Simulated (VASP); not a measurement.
# BN (F-43m) in VASP: settings compared

The runs below take BN through single point, with PBE-based global hybrid with 10 % exact exchange, PBE-based global hybrid with 15 % exact exchange.

All numbers are computed with VASP 6.6.1; they aren't measurements. Logs are shortened: lines on timing, memory, paths and dates and some standing lists are left out, and cuts for length are marked.

### 1 The cell of the first run

The structure is cubic, space group F-43m (No. 216). The conventional cell has a = 3.626 Å, b = 3.626 Å, c = 3.626 Å, α = 90.00°, β = 90.00°, γ = 90.00°. Within 2.1 Å of N (site symmetry -43m) lie 4 B at 1.57 Å. B (site symmetry -43m) has 4 N at 1.57 Å within 2.1 Å.

### 2 Single point, PBE-based global hybrid with 10 % exact exchange

File POSCAR:

```
BN
1.0
    0.0000000000      1.8130010000      1.8130010000
    1.8130010000      0.0000000000      1.8130010000
    1.8130010000      1.8130010000      0.0000000000
N B
1 1
Direct
    0.2500000000      0.2500000000      0.2500000000
    0.0000000000      0.0000000000      0.0000000000
```

File INCAR.step1:

```
SYSTEM = BN
  PREC = Accurate
  ENCUT = 520
  EDIFF = 1E-5
  ISMEAR = -1
  SIGMA = 0.05
  LREAL = .FALSE.
  LASPH = .TRUE.
  NELM = 80
  ALGO = Normal
  ISIF = 2
  LWAVE = .TRUE.
  LCHARG = .FALSE.
  NBANDS = 11
  GGA = PE
```

File INCAR.step2:

```
SYSTEM = BN
  PREC = Accurate
  ENCUT = 520
  EDIFF = 1E-6
  ISMEAR = -1
  SIGMA = 0.05
  LREAL = .FALSE.
  LASPH = .TRUE.
  NELM = 80
  ALGO = Normal
  ISIF = 2
  LWAVE = .FALSE.
  LCHARG = .FALSE.
  GGA = PE
  LHFCALC = .TRUE.
  AEXX = 0.1
  PRECFOCK = Normal
  NBANDS = 11
  ISTART = 1
```

File KPOINTS:

```
Automatic mesh
0
G
  7 7 7
  0 0 0
```

Potentials or basis: VASP PAW PBE potentials, release 64 (N, B).

Launch:

```sh
cat potpaw_PBE.64/N/POTCAR potpaw_PBE.64/B/POTCAR > POTCAR
cp INCAR.step1 INCAR
mpirun -np 1 vasp_std > vasp.out
cp INCAR.step2 INCAR
mpirun -np 1 vasp_std > vasp.out
```

OUTCAR:

```text
SYSTEM = BN
   PREC = Accurate
   ENCUT = 520
   EDIFF = 1E-6
   ISMEAR = -1
   LREAL = .FALSE.
   LASPH = .TRUE.
   NELM = 80
   ISIF = 2
   GGA = PE
   LHFCALC = .TRUE.
   AEXX = 0.1
   PRECFOCK = Normal
   ISTART = 1

 ion  position               nearest neighbor table
   1  0.250  0.250  0.250-   2 1.57   2 1.57   2 1.57   2 1.57
   2  0.000  0.000  0.000-   1 1.57   1 1.57   1 1.57   1 1.57

  LATTYP: Found a face centered cubic cell.
 ALAT       =     3.6260020000

  Lattice vectors:

 A1 = (   0.0000000000,   1.8130010000,   1.8130010000)
 A2 = (   1.8130010000,   0.0000000000,   1.8130010000)
 A3 = (   1.8130010000,   1.8130010000,   0.0000000000)

Analysis of symmetry for initial positions (statically):
=====================================================================
 Subroutine PRICEL returns:
 Original cell was already a primitive cell.

 Routine SETGRP: Setting up the symmetry group for a
 face centered cubic supercell.

 Subroutine GETGRP returns: Found 24 space group operations
 (whereof 24 operations were pure point group operations)
 out of a pool of 48 trial point group operations.

The static configuration has the point symmetry T_d .

Analysis of symmetry for dynamics (positions and initial velocities):
=====================================================================
 Subroutine PRICEL returns:
 Original cell was already a primitive cell.

 Routine SETGRP: Setting up the symmetry group for a
 face centered cubic supercell.

 Subroutine GETGRP returns: Found 24 space group operations
 (whereof 24 operations were pure point group operations)
 out of a pool of 48 trial point group operations.

The dynamic configuration has the point symmetry T_d .

 Subroutine INISYM returns: Found 24 space group operations
 (whereof 24 operations are pure point group operations),
 and found     1 'primitive' translations

----------------------------------------------------------------------------------------

                                     Primitive cell

  volume of cell :      11.9186

  direct lattice vectors                    reciprocal lattice vectors
     0.000000000  1.813001000  1.813001000    -0.275785838  0.275785838  0.275785838
     1.813001000  0.000000000  1.813001000     0.275785838 -0.275785838  0.275785838
     1.813001000  1.813001000  0.000000000     0.275785838  0.275785838 -0.275785838

  length of vectors
     2.563970603  2.563970603  2.563970603     0.477675083  0.477675083  0.477675083

  position of ions in fractional coordinates (direct lattice)
     0.250000000  0.250000000  0.250000000
     0.000000000  0.000000000  0.000000000

  ion indices of the primitive-cell ions
   primitive index   ion index
                 1           1
                 2           2

----------------------------------------------------------------------------------------

 KPOINTS: Automatic mesh

Automatic generation of k-mesh.
 Grid dimensions read from file:
 generate k-points for:    7    7    7

 Generating k-lattice:

  Cartesian coordinates                     Fractional coordinates (reciprocal lattice)
    -0.039397977  0.039397977  0.039397977     0.142857143  0.000000000  0.000000000
     0.039397977 -0.039397977  0.039397977     0.000000000  0.142857143  0.000000000
     0.039397977  0.039397977 -0.039397977     0.000000000  0.000000000  0.142857143

  Length of vectors
     0.068239298  0.068239298  0.068239298

  Shift w.r.t. Gamma in fractional coordinates (k-lattice)
     0.000000000  0.000000000  0.000000000

 Subroutine IBZKPT returns following result:
 ===========================================

 Found     20 irreducible k-points:

 Following reciprocal coordinates:
            Coordinates               Weight
  0.000000  0.000000  0.000000      1.000000
  0.142857  0.000000  0.000000      8.000000
  0.285714  0.000000  0.000000      8.000000
  0.428571  0.000000  0.000000      8.000000
  0.142857  0.142857  0.000000      6.000000
  0.285714  0.142857  0.000000     24.000000
[... 12 lines left out ...]
 -0.428571  0.428571  0.142857     24.000000
 -0.285714  0.428571  0.142857     24.000000
   k-points           NKPTS =     20   k-points in BZ     NKDIM =    343   number of bands    NBANDS=     11
   number of dos      NEDOS =    301   number of ions     NIONS =      2
   total plane-waves  NPLWV =   8000
   dimension x,y,z NGX =    20 NGY =   20 NGZ =   20
   dimension x,y,z NGXF=    40 NGYF=   40 NGZF=   40
   ions per type =               1   1
   NGX,Y,Z   is equivalent  to a cutoff of  12.97, 12.97, 12.97 a.u.
   NGXF,Y,Z  is equivalent  to a cutoff of  25.94, 25.94, 25.94 a.u.
 SYSTEM =  BN
   PREC   = accura    normal or accurate (medium, high low for compatibility)
   ISTART =      1    job   : 0-new  1-cont  2-samecut
   ICHARG =      0    charge: 1-file 2-atom 10-const
   ISPIN  =      1    spin polarized calculation?
   LNONCOLLINEAR =      F non collinear calculations
   LSORBIT =      F    spin-orbit coupling
   LASPH  =      T    aspherical Exc in radial PAW
   ENCUT  =  520.0 eV  38.22 Ry    6.18 a.u.   4.77  4.77  4.77*2*pi/ulx,y,z
   NELM   =     80;   NELMIN=  2; NELMDL=  0     # of ELM steps
   EDIFF  = 0.1E-05   stopping-criterion for ELM
   LREAL  =      F    real-space projection
   EDIFFG = 0.1E-04   stopping-criterion for IOM
   NSW    =      0    number of steps for IOM
   IBRION =     -1    ionic relax: 0-MD 1-quasi-New 2-CG
   NFREE  =      0    steps in history (QN), initial steepest desc. (CG)
   ISIF   =      2    stress and relaxation
   ISYM   =      3    0-nonsym 1-usesym 2-fastsym
   POTIM  = 0.5000    time-step for ionic-motion
   TEBEG  =    0.0;   TEEND  =   0.0 temperature during run
   PSTRESS=    0.0 pullay stress
   NELECT =       8.0000    total number of electrons
   NUPDOWN=      -1.0000    fix difference up-down
   EMIN   =  10.00;   EMAX   =-10.00  energy-range for DOS
   EFERMI =   0.00;   METHOD = LEGACY
   ISMEAR =    -1;   SIGMA  =   0.05  broadening in eV -4-tet -1-fermi 0-gaus
   EFERMI_NEDOS =   21; number of points for ismear=-14 and -15
   IALGO  =     38    algorithm
   IMIX   =      1    mixing-type and parameters
     AMIX     =   0.40;   BMIX     =  1.00
     AMIX_MAG =   1.60;   BMIX_MAG =  1.00
  volume/ion in A,a.u.               =       5.96        40.22
  Fermi-wavevector in a.u.,A,eV,Ry     =   1.433387  2.708709 27.954506  2.054598
  Thomas-Fermi vector in A             =   2.552911
   LORBIT       =      0    0 simple, 1 ext, 2 COOP (PROOUT), +10 PAW based schemes
   GGA     = PE    functional components
   LHFCALC =     T    Hartree Fock is set to
   PRECFOCK=normal    Normal, Fast or Accurate (Low or Medium for compatibility)
   ENCUT4O =  -1.0   cutoff for four orbital integrals eV
   NKREDX  =     1    reduce k-point grid by
   NKREDY  =     1    reduce k-point grid by
   NKREDZ  =     1    reduce k-point grid by
   AEXX    =    0.1000 exact exchange contribution
   HFSCREEN=    0.0000 screening length (either q_TF or 0.3 A-1)
   HFSCREENC=   0.0000 screening length for correlation (either q_TF or 0.3 A-1)
   ENCUTFOCK=  -1.0 apply spherical cutoff to Coloumb kernel
   IVDW    =     0    specifies the selected vdW correction
   LEPSILON=     F    determine dielectric tensor
   LRPA    =     F    only Hartree local field effects (RPA)
 non-spin polarized calculation
  energy-cutoff  :      520.00
  volume of cell :       11.92
 maximum number of plane-waves:       331
  NGX = 16; NGY = 16; NGZ = 16

 number of electron       7.9999999 magnetization

 Free energy of the ion-electron system (eV)
  ---------------------------------------------------
  ext. energy  EPLUGINS =         0.00000000
  ---------------------------------------------------
  free energy    TOTEN  =       -18.97481055 eV

  energy without entropy =      -18.97481055  energy(sigma->0) =      -18.97481055

 E-fermi :   7.8032     XC(G=0): -11.6819

 val. band max:        6.7980029960   @ k =   0.0000   0.0000   0.0000
 cond. band min:      12.3350902902   @ k =   0.4286   0.4286   0.0000
 fundamental gap:      5.5370872942
 Fermi energy:         7.8032215732

 k-point     1 :       0.0000    0.0000    0.0000
  band No.  band energies     occupation
      1     -14.0951      2.00000
      2       6.7980      2.00000
      3       6.7980      2.00000
      4       6.7980      2.00000
      5      16.5695      0.00000
      6      16.5695      0.00000
      7      16.5695      0.00000
      8      18.0183      0.00000
      9      32.4789      0.00000
     10      35.5641      0.00000
     11      35.5641      0.00000

 k-point     2 :       0.1429    0.0000    0.0000
  band No.  band energies     occupation
      1     -13.5895      2.00000
      2       4.3828      2.00000
      3       6.3085      2.00000
      4       6.3085      2.00000
      5      16.9675      0.00000
      6      17.3005      0.00000
      7      17.3005      0.00000
      8      19.5793      0.00000
      9      31.9214      0.00000
     10      32.1043      0.00000
     11      32.1043      0.00000

 k-point     3 :       0.2857    0.0000    0.0000
  band No.  band energies     occupation
      1     -12.1443      2.00000
      2       0.0650      2.00000
      3       5.4360      2.00000
      4       5.4360      2.00000
      5      17.4498      0.00000
      6      18.2995      0.00000
      7      18.2995      0.00000
      8      21.8756      0.00000
      9      31.0658      0.00000
     10      31.5852      0.00000
     11      31.5852      0.00000
[... 211 lines left out ...]
 k-point    19 :      -0.4286    0.4286    0.1429
  band No.  band energies     occupation
      1      -8.6887      2.00000
      2      -1.5660      2.00000
      3       0.8341      2.00000
      4       1.2713      2.00000
      5      14.9235      0.00000
      6      19.1838      0.00000
      7      22.8061      0.00000
      8      25.1881      0.00000
      9      27.5664      0.00000
     10      33.9644      0.00000
     11      38.2782      0.00000

 k-point    20 :      -0.2857    0.4286    0.1429
  band No.  band energies     occupation
      1      -8.2676      2.00000
      2      -1.3927      2.00000
      3      -0.8531      2.00000
      4       1.5882      2.00000
      5      16.5495      0.00000
      6      20.9486      0.00000
      7      22.4632      0.00000
      8      23.7588      0.00000
      9      26.5320      0.00000
     10      33.5914      0.00000
     11      36.2974      0.00000

------------------------ aborting loop because EDIFF is reached ----------------------------------------

  FORCE on cell =-STRESS in cart. coord.  units (eV):
  Direction    XX          YY          ZZ          XY          YZ          ZX
  --------------------------------------------------------------------------------------
  -------------------------------------------------------------------------------------
  Total       -0.2823792     -0.2823792     -0.2823792      0.0000000      0.0000000      0.0000000
  in kB      -37.9593789    -37.9593789    -37.9593789      0.0000000      0.0000000      0.0000000
  external PRESSURE =     -37.9593789 kB  Pullay stress =       0.0000000 kB

 VOLUME and BASIS-vectors are now :
 -----------------------------------------------------------------------------
  energy-cutoff  :      520.00
  volume of cell :       11.92
      direct lattice vectors                 reciprocal lattice vectors
     0.000000000  1.813001000  1.813001000    -0.275785838  0.275785838  0.275785838
     1.813001000  0.000000000  1.813001000     0.275785838 -0.275785838  0.275785838
     1.813001000  1.813001000  0.000000000     0.275785838  0.275785838 -0.275785838

 POSITION                                       TOTAL-FORCE (eV/Angst)
 -----------------------------------------------------------------------------------
      0.90650      0.90650      0.90650        -0.000000     -0.000000     -0.000000
      0.00000      0.00000      0.00000         0.000000      0.000000      0.000000
 -----------------------------------------------------------------------------------
    total drift:                                0.000000      0.000000      0.000000

  FREE ENERGIE OF THE ION-ELECTRON SYSTEM (eV)
  ---------------------------------------------------
  free  energy   TOTEN  =       -18.9748105524 eV

  energy  without entropy=      -18.9748105523  energy(sigma->0) =      -18.97481055
```

It took 11 min on 1 thread of Intel Xeon 8259CL, shared host; peak memory 0.1 GiB.

Results:

| Property | Result |
| --- | --- |
| Free energy | -18.9748 eV |
| Pressure | -3.8 GPa |
| Band gap on the k mesh | 5.54 eV (least direct gap 9.77 eV) |

Levels at points of the mesh, in eV from the valence-band top:
| k point | band 1 | band 2 | band 3 | band 4 | band 5 | band 6 | band 7 | band 8 | band 9 |
| --- | --- | --- | --- | --- | --- | --- | --- | --- | --- |
| (0.00, 0.00, 0.00) | -20.89 | 0.00 | 0.00 | 0.00 | 9.77 | 9.77 | 9.77 | 11.22 | 25.68 |

Caveat: the k points lie up to 0.43 Å⁻¹ apart; the PAW data sets were made with another functional, which shifts forces and pressure a little; an odd mesh through Γ misses points on the zone boundary, where band edges can lie.

[end of part 1 of 2]
